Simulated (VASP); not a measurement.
# Tm (Im-3m) in VASP: electric field gradients with LDA

Aim: the electric field gradients of Tm with LDA.

Program: VASP 6.6.1. These are calculated values, not measurements. Logs are shortened: lines on timing, memory, paths and dates and some standing lists are left out, and cuts for length are marked.

## (1) The cell of the first run

The structure is cubic, space group Im-3m (No. 229). The conventional cell has a = 3.941 Å, b = 3.941 Å, c = 3.941 Å, α = 90.00°, β = 90.00°, γ = 90.00°. Within 4.5 Å of Tm (site symmetry m-3m) lie 14 Tm at 3.41 to 3.94 Å.

This isn't the form of Tm at room conditions, which is hcp.

## (2) Electric field gradients, LDA, collinear spin, ferromagnetic start

The input, INCAR:

```
PREC = Accurate
ENCUT = 520
EDIFF = 1E-8
ISMEAR = -1
SIGMA = 0.15
LREAL = False
LASPH = True
NELM = 200
ALGO = Normal
ISIF = 2
LWAVE = False
LCHARG = False
ISPIN = 2
MAGMOM = 1.32
LORBIT = 11
LMAXMIX = 6
GGA = CA
LEFG = True
NBANDS = 22
GGA_COMPAT = False
```

The input, KPOINTS:

```
Automatic mesh
0
Gamma
  10 10 10
```

The input, POSCAR:

```
Tm
1.0
   -1.9705499450      1.9705499450      1.9705499450
    1.9705499450     -1.9705499450      1.9705499450
    1.9705499450      1.9705499450     -1.9705499450
Tm
1
Direct
    0.0000000000      0.0000000000      0.0000000000
```

Potentials or basis: VASP PAW PBE potentials, release 64 (Tm).

Started as:

```console
> cat potpaw_PBE.64/Tm/POTCAR > POTCAR
> mpirun -np 1 vasp_std > vasp.out
```

OUTCAR:

```text
PREC = Accurate
   ENCUT = 520
   EDIFF = 1E-8
   ISMEAR = -1
   LREAL = False
   LASPH = True
   NELM = 200
   ISIF = 2
   ISPIN = 2
   LORBIT = 11
   GGA = CA

 ion  position               nearest neighbor table
   1  0.000  0.000  0.000-

  LATTYP: Found a body centered cubic cell.
 ALAT       =     3.9410998900

  Lattice vectors:

 A1 = (  -1.9705499450,   1.9705499450,   1.9705499450)
 A2 = (   1.9705499450,  -1.9705499450,   1.9705499450)
 A3 = (   1.9705499450,   1.9705499450,  -1.9705499450)

Analysis of symmetry for initial positions (statically):
=====================================================================
 Subroutine PRICEL returns:
 Original cell was already a primitive cell.

 Routine SETGRP: Setting up the symmetry group for a
 body centered cubic supercell.

 Subroutine GETGRP returns: Found 48 space group operations
 (whereof 48 operations were pure point group operations)
 out of a pool of 48 trial point group operations.

The static configuration has the point symmetry O_h .

Analysis of symmetry for dynamics (positions and initial velocities):
=====================================================================
 Subroutine PRICEL returns:
 Original cell was already a primitive cell.

 Routine SETGRP: Setting up the symmetry group for a
 body centered cubic supercell.

 Subroutine GETGRP returns: Found 48 space group operations
 (whereof 48 operations were pure point group operations)
 out of a pool of 48 trial point group operations.

The dynamic configuration has the point symmetry O_h .

Analysis of structural, dynamic, and magnetic symmetry:
=====================================================================
 Subroutine PRICEL returns:
 Original cell was already a primitive cell.

 Routine SETGRP: Setting up the symmetry group for a
 body centered cubic supercell.

 Subroutine GETGRP returns: Found 48 space group operations
 (whereof 48 operations were pure point group operations)
 out of a pool of 48 trial point group operations.

The overall configuration has the point symmetry O_h .

 Subroutine INISYM returns: Found 48 space group operations
 (whereof 48 operations are pure point group operations),
 and found     1 'primitive' translations
[... 142 lines left out ...]

 val. band max:        1.9587312481   @ k =  -0.4000   0.5000   0.3000
 cond. band min:       1.9997744863   @ k =  -0.4000  -0.4000   0.1000
 fundamental gap:      0.0410432382
 Fermi energy:         1.9704774386

 spin component 1

 k-point     1 :       0.0000    0.0000    0.0000
  band No.  band energies     occupation
      1     -48.1229      1.00000
      2     -21.2527      1.00000
      3     -21.2527      1.00000
      4     -21.2527      1.00000
      5      -3.3592      1.00000
      6       0.7303      0.99974
[... 589 lines left out ...]
     21      18.0239      0.00000
     22      18.6110      0.00000

 [... further k-points ...]

 spin component 2

 k-point     1 :       0.0000    0.0000    0.0000
  band No.  band energies     occupation
      1     -47.6504      1.00000
      2     -20.9150      1.00000
      3     -20.9150      1.00000
      4     -20.9150      1.00000
      5      -3.3643      1.00000
      6       1.6031      0.92049
[... 589 lines left out ...]
     21      18.0581      0.00000
     22      18.6395      0.00000

 [... further k-points ...]

------------------------ aborting loop because EDIFF is reached ----------------------------------------

  FORCE on cell =-STRESS in cart. coord.  units (eV):
  Direction    XX          YY          ZZ          XY          YZ          ZX
  --------------------------------------------------------------------------------------
  -------------------------------------------------------------------------------------
  Total       -0.2388773     -0.2388773     -0.2388773     -0.0000000      0.0000000      0.0000000
  in kB      -12.5044098    -12.5044098    -12.5044098     -0.0000000      0.0000000      0.0000000
  external PRESSURE =     -12.5044098 kB  Pullay stress =       0.0000000 kB

 VOLUME and BASIS-vectors are now :
 -----------------------------------------------------------------------------
  energy-cutoff  :      520.00
  volume of cell :       30.61
      direct lattice vectors                 reciprocal lattice vectors
    -1.970549945  1.970549945  1.970549945     0.000000000  0.253736274  0.253736274
     1.970549945 -1.970549945  1.970549945     0.253736274  0.000000000  0.253736274
     1.970549945  1.970549945 -1.970549945     0.253736274  0.253736274  0.000000000

 POSITION                                       TOTAL-FORCE (eV/Angst)
 -----------------------------------------------------------------------------------
      0.00000      0.00000      0.00000         0.000000      0.000000      0.000000
 -----------------------------------------------------------------------------------
    total drift:                                0.000000     -0.000000     -0.000000

  FREE ENERGIE OF THE ION-ELECTRON SYSTEM (eV)
  ---------------------------------------------------
  free  energy   TOTEN  =        -4.9098450061 eV

  energy  without entropy=       -4.4136707349  energy(sigma->0) =       -4.66175787

 Electric field gradients (V/A^2)
---------------------------------------------------------------------
 ion       V_xx      V_yy      V_zz      V_xy      V_xz      V_yz
---------------------------------------------------------------------
   1      -0.000     0.000     0.000     0.001     0.001     0.001
---------------------------------------------------------------------

 Electric field gradients after diagonalization (V/A^2)
 (convention: |V_zz| > |V_xx| > |V_yy|)
----------------------------------------------------------------------
 ion       V_xx      V_yy      V_zz     asymmetry (V_yy - V_xx)/ V_zz
----------------------------------------------------------------------
   1      -0.001    -0.001     0.003       0.000
----------------------------------------------------------------------

           NMR quadrupolar parameters

 Cq : quadrupolar parameter    Cq=e*Q*V_zz/h
 eta: asymmetry parameters     (V_yy - V_xx)/ V_zz
 Q  : nuclear electric quadrupole moment in mb (millibarn)
----------------------------------------------------------------------
 ion       Cq(MHz)       eta       Q (mb)
----------------------------------------------------------------------
   1       0.000       0.000       1.000
----------------------------------------------------------------------

 total charge

# of ion       s       p       d       f       tot
--------------------------------------------------
    1        2.221   5.903   0.379  12.527  21.031

 magnetization (x)

# of ion       s       p       d       f       tot
--------------------------------------------------
    1        0.003  -0.018  -0.010   1.217   1.191
```

stdout:

```text
POSCAR found type information on POSCAR Tm
 POSCAR found :  1 types and       1 ions
 scaLAPACK will be used
 -----------------------------------------------------------------------------
|                                                                             |
|                                                                             |
|     You enforced a specific xc type in the INCAR file but a different       |
|     I HOPE YOU KNOW WHAT YOU ARE DOING!                                     |
|                                                                             |
 -----------------------------------------------------------------------------

 LDA part: xc-table for (Slater(with rela. corr.)+CA(PZ))
 , standard interpolation
 POSCAR, INCAR and KPOINTS ok, starting setup
 FFT: planning ... GRIDC
 FFT: planning ... GRID_SOFT
 FFT: planning ... GRID
 WAVECAR not read
 entering main loop
ion   1
```

Wall time 77 s (1 thread of Intel Xeon 6975P-C (Granite Rapids), shared host); peak memory 0.19 GiB.

Results:

- Free energy: -4.9098 eV
- Pressure: -1.3 GPa
- Net moment: 1.17 μB per cell
- Site moments: Tm +1.19 μB
- Largest electric field gradient by atom: zero within the noise of the run
- Valence electrons inside the program's atomic spheres: Tm 21.03

Levels at points of the mesh, in eV from the Fermi level:
Spin up:
| k point | band 10 | band 11 | band 12 | band 13 | band 14 | band 15 |
| --- | --- | --- | --- | --- | --- | --- |
| (0.00, 0.00, 0.00) | -1.07 | -1.07 | -1.00 | 2.75 | 2.75 | 2.75 |
| (0.50, 0.00, 0.00) | -1.10 | -1.08 | -1.04 | 0.93 | 1.29 | 4.82 |
| (0.50, 0.50, 0.50) | -1.06 | -1.06 | -1.03 | -1.03 | 6.38 | 6.38 |
Spin down:
```
           k point  band 10  band 11  band 12  band 13  band 14  band 15
(0.00, 0.00, 0.00)    -0.17    -0.17    -0.12     2.82     2.82     2.82
(0.50, 0.00, 0.00)    -0.21    -0.18    -0.15     0.97     1.35     4.90
(0.50, 0.50, 0.50)    -0.30    -0.15    -0.15    -0.15     6.43     6.43
```

Caveat: the magnetic or orbital state may not be the lowest; the PAW data sets were made with another functional, which shifts forces and pressure a little; spin-orbit coupling is left out, which moves the levels of the heavy elements; semilocal functionals describe open f shells poorly, which spoils levels, moments and volumes.
